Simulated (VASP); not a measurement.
# Ir (P6_3/mmc) in VASP: further runs, part 2 of 3

VASP 6.6.1. Earlier steps stand in the parts before.

## (3) Single point, PBEsol

This run uses another cell than the first one, of 13.86 Å³/atom.

Contents of INCAR:

```
SYSTEM = Ir
PREC = Accurate
ENCUT = 500
EDIFF = 1E-6
ISMEAR = -1
SIGMA = 0.15
LREAL = .FALSE.
LASPH = .TRUE.
NELM = 120
ALGO = Normal
ISIF = 2
LWAVE = .FALSE.
LCHARG = .FALSE.
GGA = PS
NBANDS = 16
GGA_COMPAT = .FALSE.
```

Contents of KPOINTS:

```
regular mesh
0
G
  18 18 10
  0 0 0
```

Contents of POSCAR:

```
Ir
1.0
    2.7026939374      0.0000000000      0.0000000000
   -1.3513469687      2.3406016084      0.0000000000
    0.0000000000      0.0000000000      4.3820156764
Ir
2
Direct
    0.6666666667      0.3333333333      0.7500000000
    0.3333333333      0.6666666667      0.2500000000
```

Potentials or basis: VASP PAW PBE potentials, release 64 (Ir).

On the command line:

```bash
$ cat potpaw_PBE.64/Ir/POTCAR > POTCAR
$ mpirun -np 1 vasp_std > vasp.out
```

OUTCAR:

```text
SYSTEM = Ir
   PREC = Accurate
   ENCUT = 500
   EDIFF = 1E-6
   ISMEAR = -1
   LREAL = .FALSE.
   LASPH = .TRUE.
   NELM = 120
   ISIF = 2
   GGA = PS

 ion  position               nearest neighbor table
   1  0.667  0.333  0.750-   2 2.69   2 2.69   2 2.69   2 2.69   2 2.69   2 2.69
   2  0.333  0.667  0.250-   1 2.69   1 2.69   1 2.69   1 2.69   1 2.69   1 2.69

  LATTYP: Found a hexagonal cell.
 ALAT       =     2.7026939374
 C/A-ratio  =     1.6213510586

  Lattice vectors:

 A1 = (   2.7026939374,   0.0000000000,   0.0000000000)
 A2 = (  -1.3513469687,   2.3406016084,   0.0000000000)
 A3 = (   0.0000000000,   0.0000000000,   4.3820156764)

Analysis of symmetry for initial positions (statically):
=====================================================================
 Subroutine PRICEL returns:
 Original cell was already a primitive cell.

 Routine SETGRP: Setting up the symmetry group for a
 hexagonal supercell.

 Subroutine GETGRP returns: Found 24 space group operations
 (whereof 12 operations were pure point group operations)
 out of a pool of 24 trial point group operations.

The static configuration has the point symmetry D_3d.
 The point group associated with its full space group is D_6h.

Analysis of symmetry for dynamics (positions and initial velocities):
=====================================================================
 Subroutine PRICEL returns:
 Original cell was already a primitive cell.

 Routine SETGRP: Setting up the symmetry group for a
 hexagonal supercell.

 Subroutine GETGRP returns: Found 24 space group operations
 (whereof 12 operations were pure point group operations)
 out of a pool of 24 trial point group operations.

The dynamic configuration has the point symmetry D_3d.
 The point group associated with its full space group is D_6h.

 Subroutine INISYM returns: Found 24 space group operations
 (whereof 12 operations are pure point group operations),
 and found     1 'primitive' translations

----------------------------------------------------------------------------------------

                                     Primitive cell

  volume of cell :      27.7203

  direct lattice vectors                    reciprocal lattice vectors
     2.702693937  0.000000000  0.000000000     0.370001200  0.213620292  0.000000000
    -1.351346969  2.340601608  0.000000000     0.000000000  0.427240585  0.000000000
     0.000000000  0.000000000  4.382015676     0.000000000  0.000000000  0.228205482

  length of vectors
     2.702693937  2.702693937  4.382015676     0.427240585  0.427240585  0.228205482

  position of ions in fractional coordinates (direct lattice)
     0.666666667  0.333333333  0.750000000
     0.333333333  0.666666667  0.250000000

  ion indices of the primitive-cell ions
   primitive index   ion index
                 1           1
                 2           2

----------------------------------------------------------------------------------------

 KPOINTS: regular mesh

Automatic generation of k-mesh.
 Grid dimensions read from file:
 generate k-points for:   18   18   10

 Generating k-lattice:

  Cartesian coordinates                     Fractional coordinates (reciprocal lattice)
     0.020555622  0.011867794  0.000000000     0.055555556 -0.000000000  0.000000000
     0.000000000  0.023735588  0.000000000     0.000000000  0.055555556  0.000000000
     0.000000000  0.000000000  0.022820548     0.000000000  0.000000000  0.100000000

  Length of vectors
     0.023735588  0.023735588  0.022820548

  Shift w.r.t. Gamma in fractional coordinates (k-lattice)
     0.000000000  0.000000000  0.000000000

 Subroutine IBZKPT returns following result:
 ===========================================

 Found    222 irreducible k-points:

 Following reciprocal coordinates:
            Coordinates               Weight
  0.000000  0.000000  0.000000      1.000000
  0.055556 -0.000000  0.000000      6.000000
  0.111111 -0.000000  0.000000      6.000000
  0.166667 -0.000000  0.000000      6.000000
  0.222222 -0.000000  0.000000      6.000000
  0.277778 -0.000000  0.000000      6.000000
[... 16 lines left out ...]
  0.333333  0.111111  0.000000     12.000000
  0.388889  0.111111  0.000000     12.000000
 [... further k-points ...]
   k-points           NKPTS =    222   k-points in BZ     NKDIM =    222   number of bands    NBANDS=     16
   number of dos      NEDOS =    301   number of ions     NIONS =      2
   total plane-waves  NPLWV =  12800
   dimension x,y,z NGX =    20 NGY =   20 NGZ =   32
   dimension x,y,z NGXF=    40 NGYF=   40 NGZF=   64
   ions per type =               2
   NGX,Y,Z   is equivalent  to a cutoff of  12.30, 12.30, 12.14 a.u.
   NGXF,Y,Z  is equivalent  to a cutoff of  24.60, 24.60, 24.28 a.u.
 SYSTEM =  Ir
   PREC   = accura    normal or accurate (medium, high low for compatibility)
   ISTART =      0    job   : 0-new  1-cont  2-samecut
   ICHARG =      2    charge: 1-file 2-atom 10-const
   ISPIN  =      1    spin polarized calculation?
   LNONCOLLINEAR =      F non collinear calculations
   LSORBIT =      F    spin-orbit coupling
   LASPH  =      T    aspherical Exc in radial PAW
   ENCUT  =  500.0 eV  36.75 Ry    6.06 a.u.   4.93  4.93  7.99*2*pi/ulx,y,z
   NELM   =    120;   NELMIN=  2; NELMDL= -5     # of ELM steps
   EDIFF  = 0.1E-05   stopping-criterion for ELM
   LREAL  =      F    real-space projection
   EDIFFG = 0.1E-04   stopping-criterion for IOM
   NSW    =      0    number of steps for IOM
   IBRION =     -1    ionic relax: 0-MD 1-quasi-New 2-CG
   NFREE  =      0    steps in history (QN), initial steepest desc. (CG)
   ISIF   =      2    stress and relaxation
   ISYM   =      2    0-nonsym 1-usesym 2-fastsym
   POTIM  = 0.5000    time-step for ionic-motion
   TEBEG  =    0.0;   TEEND  =   0.0 temperature during run
   PSTRESS=    0.0 pullay stress
   NELECT =      18.0000    total number of electrons
   NUPDOWN=      -1.0000    fix difference up-down
   EMIN   =  10.00;   EMAX   =-10.00  energy-range for DOS
   EFERMI =   0.00;   METHOD = LEGACY
   ISMEAR =    -1;   SIGMA  =   0.15  broadening in eV -4-tet -1-fermi 0-gaus
   EFERMI_NEDOS =   21; number of points for ismear=-14 and -15
   IALGO  =     38    algorithm
   IMIX   =      4    mixing-type and parameters
     AMIX     =   0.40;   BMIX     =  1.00
     AMIX_MAG =   1.60;   BMIX_MAG =  1.00
  volume/ion in A,a.u.               =      13.86        93.53
  Fermi-wavevector in a.u.,A,eV,Ry     =   1.417641  2.678953 27.343706  2.009706
  Thomas-Fermi vector in A             =   2.538850
   LORBIT       =      0    0 simple, 1 ext, 2 COOP (PROOUT), +10 PAW based schemes
   GGA     = PS    functional components
   LHFCALC =     F    Hartree Fock is set to
   AEXX    =    0.0000 exact exchange contribution
   IVDW    =     0    specifies the selected vdW correction
   LEPSILON=     F    determine dielectric tensor
   LRPA    =     F    only Hartree local field effects (RPA)
 non-spin polarized calculation
  energy-cutoff  :      500.00
  volume of cell :       27.72
 maximum number of plane-waves:       732
 NGX is ok and might be reduce to    20
   NGX =  9   NGY =  9   NGZ = 15

 number of electron      18.0000000 magnetization

 Free energy of the ion-electron system (eV)
  ---------------------------------------------------
  ext. energy  EPLUGINS =         0.00000000
  ---------------------------------------------------
  free energy    TOTEN  =       -19.55337031 eV

  energy without entropy =      -19.38679460  energy(sigma->0) =      -19.47008245

 E-fermi :  10.7279     XC(G=0): -14.2212

 val. band max:       10.7193049812   @ k =   0.3333   0.0556   0.4000
 cond. band min:      10.7309522323   @ k =   0.3333   0.2778   0.3000
 fundamental gap:      0.0116472511
 Fermi energy:        10.7278514098

 k-point     1 :       0.0000    0.0000    0.0000
  band No.  band energies     occupation
      1      -0.8083      2.00000
      2       2.2661      2.00000
      3       6.6363      2.00000
      4       6.7363      2.00000
      5       6.7363      2.00000
      6       7.4256      2.00000
[... 8 lines left out ...]
     15      27.1310      0.00000
     16      28.2556      0.00000
[... 419 lines left out ...]
 k-point    24 :       0.3889    0.1111    0.0000
  band No.  band energies     occupation
      1       3.2540      2.00000
      2       3.3545      2.00000
      3       3.6721      2.00000
      4       6.3249      2.00000
      5       6.5059      2.00000
      6       7.0148      2.00000
[... 8 lines left out ...]
     15      21.5035      0.00000
     16      24.2648      0.00000

 [... further k-points ...]

------------------------ aborting loop because EDIFF is reached ----------------------------------------

  FORCE on cell =-STRESS in cart. coord.  units (eV):
  Direction    XX          YY          ZZ          XY          YZ          ZX
  --------------------------------------------------------------------------------------
  -------------------------------------------------------------------------------------
  Total        1.5728237      1.5728237      1.5837610      0.0000000      0.0000000      0.0000000
  in kB       90.9059571     90.9059571     91.5381110      0.0000000      0.0000000      0.0000000
  external PRESSURE =      91.1166751 kB  Pullay stress =       0.0000000 kB

 VOLUME and BASIS-vectors are now :
 -----------------------------------------------------------------------------
  energy-cutoff  :      500.00
  volume of cell :       27.72
      direct lattice vectors                 reciprocal lattice vectors
     2.702693937  0.000000000  0.000000000     0.370001200  0.213620292  0.000000000
    -1.351346969  2.340601608  0.000000000     0.000000000  0.427240585  0.000000000
     0.000000000  0.000000000  4.382015676     0.000000000  0.000000000  0.228205482

 POSITION                                       TOTAL-FORCE (eV/Angst)
 -----------------------------------------------------------------------------------
      1.35135      0.78020      3.28651         0.000000      0.000000      0.000000
     -0.00000      1.56040      1.09550        -0.000000     -0.000000      0.000000
 -----------------------------------------------------------------------------------
    total drift:                               -0.000000      0.000000     -0.000000

  FREE ENERGIE OF THE ION-ELECTRON SYSTEM (eV)
  ---------------------------------------------------
  free  energy   TOTEN  =       -19.5533703077 eV

  energy  without entropy=      -19.3867946002  energy(sigma->0) =      -19.47008245
```

OSZICAR:

```text
N       E                     dE             d eps       ncg     rms          rms(c)
DAV:   1     0.138020261781E+03    0.13802E+03   -0.82600E+03  7104   0.110E+03
DAV:   2    -0.172384788643E+02   -0.15526E+03   -0.14020E+03  7120   0.306E+02
DAV:   3    -0.207193324752E+02   -0.34809E+01   -0.34389E+01  9744   0.542E+01
DAV:   4    -0.207577320392E+02   -0.38400E-01   -0.38392E-01  8160   0.483E+00
DAV:   5    -0.207587981578E+02   -0.10661E-02   -0.10661E-02  9952   0.837E-01    0.243E+01
DAV:   6    -0.197642041862E+02    0.99459E+00   -0.11859E+00  9088   0.141E+01    0.100E+01
DAV:   7    -0.195673400421E+02    0.19686E+00   -0.38936E-01  9648   0.759E+00    0.210E+00
DAV:   8    -0.195590217783E+02    0.83183E-02   -0.58923E-03  8024   0.700E-01    0.121E+00
DAV:   9    -0.195533742514E+02    0.56475E-02   -0.51615E-03  9304   0.926E-01    0.329E-02
DAV:  10    -0.195533705540E+02    0.36975E-05   -0.34534E-05 10520   0.538E-02    0.272E-02
DAV:  11    -0.195533703077E+02    0.24627E-06   -0.43863E-06  9264   0.215E-02
   1 F= -.19553370E+02 E0= -.19470082E+02  d E =-.166576E+00
```

Run time: 85 s. Hardware: 1 thread of Intel Xeon 8259CL, shared host; peak memory 0.2 GiB.

Results:

```
Free energy            : -19.5534 eV
Pressure               : 9.1 GPa
Band gap on the k mesh : zero (bands 9 and 10 overlap by 3.48 eV)
```

Caveat: the cell stands under pressure; the PAW data sets were made with another functional, which shifts forces and pressure a little; spin-orbit coupling is left out, which moves the levels of the heavy elements.

## (4) Single point, PBEsol

This run uses another cell than the first one, of 14.14 Å³/atom.

Contents of INCAR:

```
SYSTEM = Ir
  PREC = Accurate
  ENCUT = 500
  EDIFF = 1E-6
  ISMEAR = -1
  SIGMA = 0.15
  LREAL = .FALSE.
  LASPH = .TRUE.
  NELM = 120
  ALGO = Normal
  ISIF = 2
  LWAVE = .FALSE.
  LCHARG = .TRUE.
  GGA = PS
  LELF = .TRUE.
  LVHAR = .TRUE.
  NBANDS = 16
  GGA_COMPAT = .FALSE.
```

KPOINTS is that of step 3.

Contents of POSCAR:

```
Ir
1.0
    2.7213187380      0.0000000000      0.0000000000
   -1.3606593690      2.3567311589      0.0000000000
    0.0000000000      0.0000000000      4.4100191876
Ir
2
Direct
    0.6666666667      0.3333333333      0.7500000000
    0.3333333333      0.6666666667      0.2500000000
```

On the command line:

```bash
$ cat potpaw_PBE.64/Ir/POTCAR > POTCAR
$ mpirun -np 1 vasp_std > vasp.out
```

It took 84 s on 1 thread of Intel Xeon 8259CL, shared host; peak memory 0.2 GiB.

It converged, with:

```
Free energy            : -19.5710 eV
Pressure               : 0.9 GPa
Band gap on the k mesh : zero (bands 9 and 10 overlap by 3.37 eV)
```

Levels at points of the mesh, in eV from the Fermi level:
```
           k point  band 6  band 7  band 8  band 9  band 10  band 11  band 12  band 13
(0.00, 0.00, 0.00)   -3.20   -3.20   -2.39   -2.39    -0.87     0.29     0.29     7.07
(0.50, 0.00, 0.00)   -3.51   -3.00    0.73    1.00     1.15     2.96     4.41     8.23
(0.00, 0.00, 0.50)   -3.99   -3.99   -3.99   -0.46    -0.46    -0.46    -0.46    13.61
(0.50, 0.00, 0.50)   -2.15   -1.00   -1.00    0.98     0.98     2.02     2.02     7.67
```

Caveat: the PAW data sets were made with another functional, which shifts forces and pressure a little; spin-orbit coupling is left out, which moves the levels of the heavy elements.

(Continued in part 3 of 3.)
